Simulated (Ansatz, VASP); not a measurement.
## One calculation of PbSe, two programs

```
Pb Se
1.0
     3.85854    0.00000    0.00000
     0.00000    3.85854    0.00000
     0.00000    0.00000    3.85854
Pb Se
1 1
Direct
  0.00000 0.00000 0.00000
  0.50000 0.50000 0.50000
```

Change from the starting cell: volume scaled by 1.06.

Alike in both runs: task single point; functional PBEsol; k mesh 7 × 7 × 7; occupations fermi-dirac, width 0.05 eV; no spin polarisation.

|  | VASP | Ansatz |
| --- | --- | --- |
| version | VASP 6.6.1 | Ansatz 0.2.0 |
| potentials or method | VASP PAW PBE potentials, release 64 (Pb_d, Se), cutoff 520 eV | all-electron LAPW, scalar-relativistic |

|  | VASP | Ansatz | Ansatz less VASP |
| --- | --- | --- | --- |
| gap on the k mesh at the Fermi level (eV) | none | none | - |
| pressure (GPa) | -5.4 | -5.4 | +0.03 |

VASP's potentials were made for PBE, not for PBEsol. A gap of «none» marks a metal or a gap that the smearing closes. Ansatz ran all-electron here, and VASP with PAW potentials.

Neither program's run includes spin-orbit coupling.
